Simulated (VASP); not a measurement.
# Rb (Pm-3m) in VASP: a series of runs

Runs on Rb. Level: PBE. Tasks: single point.

Everything below comes from runs of VASP 6.6.1. Logs are shortened: lines on timing, memory, paths and dates and some standing lists are left out, and cuts for length are marked.

**1. The cell of the first run**

Symmetry: Pm-3m, No. 221, cubic system. Conventional cell: a = 3.666 Å, b = 3.666 Å, c = 3.666 Å, α = 90.00°, β = 90.00°, γ = 90.00°. Rb (site symmetry m-3m) has 6 Rb at 3.67 Å within 4.8 Å.

**2. Single point, PBE (volume scaled by 0.5)**

File INCAR:

```
SYSTEM = Rb
PREC = Accurate
ENCUT = 520
EDIFF = 1E-7
ISMEAR = -1
SIGMA = 0.08
LREAL = .FALSE.
LASPH = .TRUE.
NELM = 80
ALGO = Normal
ISIF = 2
LWAVE = .FALSE.
LCHARG = .FALSE.
GGA = PE
NBANDS = 10
```

File KPOINTS:

```
Automatic mesh
0
G
  9 9 9
  0 0 0
```

File POSCAR:

```
Rb
1.0
    3.6658573237      0.0000000000      0.0000000000
    0.0000000000      3.6658573237      0.0000000000
    0.0000000000      0.0000000000      3.6658573237
Rb
1
Direct
    0.0000000000      0.0000000000      0.0000000000
```

Potentials or basis: VASP PAW PBE potentials, release 64 (Rb_sv).

Command:

```bash
$ cat potpaw_PBE.64/Rb_sv/POTCAR > POTCAR
$ mpirun -np 1 vasp_std > vasp.out
```

OUTCAR:

```text
SYSTEM = Rb
   PREC = Accurate
   ENCUT = 520
   EDIFF = 1E-7
   ISMEAR = -1
   LREAL = .FALSE.
   LASPH = .TRUE.
   NELM = 80
   ISIF = 2
   GGA = PE

 ion  position               nearest neighbor table
   1  0.000  0.000  0.000-

  LATTYP: Found a simple cubic cell.
 ALAT       =     3.6658573237

  Lattice vectors:

 A1 = (   3.6658573237,   0.0000000000,   0.0000000000)
 A2 = (   0.0000000000,   3.6658573237,   0.0000000000)
 A3 = (   0.0000000000,   0.0000000000,   3.6658573237)

Analysis of symmetry for initial positions (statically):
=====================================================================
 Subroutine PRICEL returns:
 Original cell was already a primitive cell.

 Routine SETGRP: Setting up the symmetry group for a
 simple cubic supercell.

 Subroutine GETGRP returns: Found 48 space group operations
 (whereof 48 operations were pure point group operations)
 out of a pool of 48 trial point group operations.

The static configuration has the point symmetry O_h .

Analysis of symmetry for dynamics (positions and initial velocities):
=====================================================================
 Subroutine PRICEL returns:
 Original cell was already a primitive cell.

 Routine SETGRP: Setting up the symmetry group for a
 simple cubic supercell.

 Subroutine GETGRP returns: Found 48 space group operations
 (whereof 48 operations were pure point group operations)
 out of a pool of 48 trial point group operations.

The dynamic configuration has the point symmetry O_h .

 Subroutine INISYM returns: Found 48 space group operations
 (whereof 48 operations are pure point group operations),
 and found     1 'primitive' translations

----------------------------------------------------------------------------------------

                                     Primitive cell

  volume of cell :      49.2637

  direct lattice vectors                    reciprocal lattice vectors
     3.665857324  0.000000000  0.000000000     0.272787485  0.000000000  0.000000000
     0.000000000  3.665857324  0.000000000     0.000000000  0.272787485  0.000000000
     0.000000000  0.000000000  3.665857324     0.000000000  0.000000000  0.272787485

  length of vectors
     3.665857324  3.665857324  3.665857324     0.272787485  0.272787485  0.272787485

  position of ions in fractional coordinates (direct lattice)
     0.000000000  0.000000000  0.000000000

  ion indices of the primitive-cell ions
   primitive index   ion index
                 1           1

----------------------------------------------------------------------------------------

 KPOINTS: Automatic mesh

Automatic generation of k-mesh.
 Grid dimensions read from file:
 generate k-points for:    9    9    9

 Generating k-lattice:

  Cartesian coordinates                     Fractional coordinates (reciprocal lattice)
     0.030309721  0.000000000  0.000000000     0.111111111  0.000000000  0.000000000
     0.000000000  0.030309721  0.000000000     0.000000000  0.111111111  0.000000000
     0.000000000  0.000000000  0.030309721     0.000000000  0.000000000  0.111111111

  Length of vectors
     0.030309721  0.030309721  0.030309721

  Shift w.r.t. Gamma in fractional coordinates (k-lattice)
     0.000000000  0.000000000  0.000000000

 Subroutine IBZKPT returns following result:
 ===========================================

 Found     35 irreducible k-points:

 Following reciprocal coordinates:
            Coordinates               Weight
  0.000000  0.000000  0.000000      1.000000
  0.111111  0.000000  0.000000      6.000000
  0.222222  0.000000  0.000000      6.000000
  0.333333  0.000000  0.000000      6.000000
  0.444444  0.000000  0.000000      6.000000
  0.111111  0.111111  0.000000     12.000000
[... 16 lines left out ...]
  0.333333  0.333333  0.111111     24.000000
  0.444444  0.333333  0.111111     48.000000
 [... further k-points ...]
   k-points           NKPTS =     35   k-points in BZ     NKDIM =     35   number of bands    NBANDS=     10
   number of dos      NEDOS =    301   number of ions     NIONS =      1
   total plane-waves  NPLWV =  21952
   dimension x,y,z NGX =    28 NGY =   28 NGZ =   28
   dimension x,y,z NGXF=    56 NGYF=   56 NGZF=   56
   ions per type =               1
   NGX,Y,Z   is equivalent  to a cutoff of  12.70, 12.70, 12.70 a.u.
   NGXF,Y,Z  is equivalent  to a cutoff of  25.40, 25.40, 25.40 a.u.
 SYSTEM =  Rb
   PREC   = accura    normal or accurate (medium, high low for compatibility)
   ISTART =      0    job   : 0-new  1-cont  2-samecut
   ICHARG =      2    charge: 1-file 2-atom 10-const
   ISPIN  =      1    spin polarized calculation?
   LNONCOLLINEAR =      F non collinear calculations
   LSORBIT =      F    spin-orbit coupling
   LASPH  =      T    aspherical Exc in radial PAW
   ENCUT  =  520.0 eV  38.22 Ry    6.18 a.u.   6.82  6.82  6.82*2*pi/ulx,y,z
   NELM   =     80;   NELMIN=  2; NELMDL= -5     # of ELM steps
   EDIFF  = 0.1E-06   stopping-criterion for ELM
   LREAL  =      F    real-space projection
   EDIFFG = 0.1E-05   stopping-criterion for IOM
   NSW    =      0    number of steps for IOM
   IBRION =     -1    ionic relax: 0-MD 1-quasi-New 2-CG
   NFREE  =      0    steps in history (QN), initial steepest desc. (CG)
   ISIF   =      2    stress and relaxation
   ISYM   =      2    0-nonsym 1-usesym 2-fastsym
   POTIM  = 0.5000    time-step for ionic-motion
   TEBEG  =    0.0;   TEEND  =   0.0 temperature during run
   PSTRESS=    0.0 pullay stress
   NELECT =       9.0000    total number of electrons
   NUPDOWN=      -1.0000    fix difference up-down
   EMIN   =  10.00;   EMAX   =-10.00  energy-range for DOS
   EFERMI =   0.00;   METHOD = LEGACY
   ISMEAR =    -1;   SIGMA  =   0.08  broadening in eV -4-tet -1-fermi 0-gaus
   EFERMI_NEDOS =   21; number of points for ismear=-14 and -15
   IALGO  =     38    algorithm
   IMIX   =      4    mixing-type and parameters
     AMIX     =   0.40;   BMIX     =  1.00
     AMIX_MAG =   1.60;   BMIX_MAG =  1.00
  volume/ion in A,a.u.               =      49.26       332.45
  Fermi-wavevector in a.u.,A,eV,Ry     =   0.928924  1.755412 11.740460  0.862900
  Thomas-Fermi vector in A             =   2.055152
   LORBIT       =      0    0 simple, 1 ext, 2 COOP (PROOUT), +10 PAW based schemes
   GGA     = PE    functional components
[... 5 lines left out ...]
 non-spin polarized calculation
  energy-cutoff  :      520.00
  volume of cell :       49.26
 maximum number of plane-waves:      1357
 NGX is ok and might be reduce to    28
   NGX = 13   NGY = 13   NGZ = 13

 number of electron       9.0000000 magnetization

 Free energy of the ion-electron system (eV)
  ---------------------------------------------------
  ext. energy  EPLUGINS =         0.00000000
  ---------------------------------------------------
  free energy    TOTEN  =        -0.37090298 eV

  energy without entropy =       -0.33885694  energy(sigma->0) =       -0.35487996

 E-fermi :   1.9013     XC(G=0):  -7.2034

 val. band max:        1.8725451561   @ k =   0.4444   0.1111   0.0000
 cond. band min:       1.9500705034   @ k =   0.4444   0.3333   0.0000
 fundamental gap:      0.0775253473
 Fermi energy:         1.9012596273

 k-point     1 :       0.0000    0.0000    0.0000
  band No.  band energies     occupation
      1     -27.2779      2.00000
      2     -10.9899      2.00000
      3     -10.9899      2.00000
      4     -10.9899      2.00000
      5      -0.8141      2.00000
      6       3.9767      0.00000
      7       3.9767      0.00000
      8       9.9320      0.00000
      9       9.9320      0.00000
     10       9.9320      0.00000

 k-point     2 :       0.1111    0.0000    0.0000
  band No.  band energies     occupation
      1     -27.2694      2.00000
      2     -11.1019      2.00000
      3     -10.9804      2.00000
      4     -10.9804      2.00000
      5      -0.6018      2.00000
      6       4.0611      0.00000
      7       4.1078      0.00000
      8       9.0937      0.00000
      9       9.0937      0.00000
     10       9.9735      0.00000

 k-point     3 :       0.2222    0.0000    0.0000
  band No.  band energies     occupation
      1     -27.2479      2.00000
      2     -11.3712      2.00000
      3     -10.9560      2.00000
      4     -10.9560      2.00000
      5      -0.0278      2.00000
      6       4.2544      0.00000
      7       4.2943      0.00000
      8       8.0691      0.00000
      9       8.0691      0.00000
     10       9.3861      0.00000

 k-point     4 :       0.3333    0.0000    0.0000
  band No.  band energies     occupation
      1     -27.2233      2.00000
      2     -11.6561      2.00000
      3     -10.9281      2.00000
      4     -10.9281      2.00000
      5       0.7842      2.00000
      6       3.8604      0.00000
      7       4.6047      0.00000
      8       7.3125      0.00000
      9       7.3125      0.00000
     10       9.7966      0.00000
[... 222 lines left out ...]
 k-point    22 :       0.4444    0.2222    0.1111
  band No.  band energies     occupation
      1     -27.1704      2.00000
      2     -11.7551      2.00000
      3     -11.2475      2.00000
      4     -10.9766      2.00000
      5       2.1835      0.05702
      6       3.2911      0.00000
      7       5.3998      0.00000
      8       5.8364      0.00000
      9       7.6413      0.00000
     10       8.2237      0.00000

 k-point    23 :       0.3333    0.3333    0.1111
  band No.  band energies     occupation
      1     -27.1625      2.00000
      2     -11.5557      2.00000
      3     -11.5237      2.00000
      4     -10.9675      2.00000
      5       1.8628      1.23598
      6       3.9267      0.00000
      7       5.3118      0.00000
      8       6.2330      0.00000
      9       7.3918      0.00000
     10       7.8914      0.00000

 k-point    24 :       0.4444    0.3333    0.1111
  band No.  band energies     occupation
      1     -27.1469      2.00000
      2     -11.7053      2.00000
      3     -11.5091      2.00000
      4     -10.9485      2.00000
      5       2.0424      0.29247
      6       3.8782      0.00000
      7       5.3282      0.00000
      8       5.9964      0.00000
      9       7.8009      0.00000
     10       8.0057      0.00000

 [... further k-points ...]
[... 5 lines left out ...]
  --------------------------------------------------------------------------------------
  -------------------------------------------------------------------------------------
  Total        1.5096461      1.5096461      1.5096461     -0.0000000      0.0000000      0.0000000
  in kB       49.0974633     49.0974633     49.0974633     -0.0000000      0.0000000      0.0000000
  external PRESSURE =      49.0974633 kB  Pullay stress =       0.0000000 kB

 VOLUME and BASIS-vectors are now :
 -----------------------------------------------------------------------------
  energy-cutoff  :      520.00
  volume of cell :       49.26
      direct lattice vectors                 reciprocal lattice vectors
     3.665857324  0.000000000  0.000000000     0.272787485  0.000000000  0.000000000
     0.000000000  3.665857324  0.000000000     0.000000000  0.272787485  0.000000000
     0.000000000  0.000000000  3.665857324     0.000000000  0.000000000  0.272787485

 POSITION                                       TOTAL-FORCE (eV/Angst)
 -----------------------------------------------------------------------------------
      0.00000      0.00000      0.00000         0.000000      0.000000      0.000000
 -----------------------------------------------------------------------------------
    total drift:                               -0.000000      0.000000     -0.000000

  FREE ENERGIE OF THE ION-ELECTRON SYSTEM (eV)
  ---------------------------------------------------
  free  energy   TOTEN  =        -0.3709029806 eV

  energy  without entropy=       -0.3388569414  energy(sigma->0) =       -0.35487996
```

It took 10 s on 1 thread of Intel Xeon Platinum 8259CL at 2.50GHz (Skylake/Cascade Lake), shared host; peak memory 0.15 GiB.

What came out:

- Free energy: -0.3709 eV
- Pressure: 4.9 GPa

**3. Single point, PBE (volume scaled by 0.6)**

File INCAR:

```
SYSTEM = Rb
ALGO = Normal
EDIFF = 1E-6
ENCUT = 520
GGA = PE
ISIF = 2
ISMEAR = -1
LASPH = .TRUE.
LCHARG = .TRUE.
LELF = .TRUE.
LREAL = .FALSE.
LVHAR = .TRUE.
LWAVE = .FALSE.
NBANDS = 10
NELM = 80
PREC = Accurate
SIGMA = 0.08
```

File KPOINTS:

```
k-points
0
G
  9 9 9
  0 0 0
```

File POSCAR:

```
Rb
1.0
    3.8955546984      0.0000000000      0.0000000000
    0.0000000000      3.8955546984      0.0000000000
    0.0000000000      0.0000000000      3.8955546984
Rb
1
Direct
    0.0000000000      0.0000000000      0.0000000000
```

Potentials or basis: VASP PAW PBE potentials, release 64 (Rb_sv).

Command:

```bash
$ cat potpaw_PBE.64/Rb_sv/POTCAR > POTCAR
$ mpirun -np 1 vasp_std > vasp.out
```

Run time: 12 s. Hardware: 1 thread of Intel Xeon Platinum 8259CL at 2.50GHz (Skylake/Cascade Lake), shared host; peak memory 0.17 GiB.

The run converged. Its results:

```
Free energy : -0.6080 eV
Pressure    : 2.9 GPa
```

Levels at points of the mesh, in eV from the Fermi level:
| k point | band 1 | band 2 | band 3 | band 4 | band 5 | band 6 | band 7 | band 8 | band 9 | band 10 |
| --- | --- | --- | --- | --- | --- | --- | --- | --- | --- | --- |
| (0.00, 0.00, 0.00) | -29.11 | -12.98 | -12.98 | -12.98 | -2.57 | 2.16 | 2.16 | 7.30 | 7.30 | 7.30 |

(Part 1 of 2 ends here.)
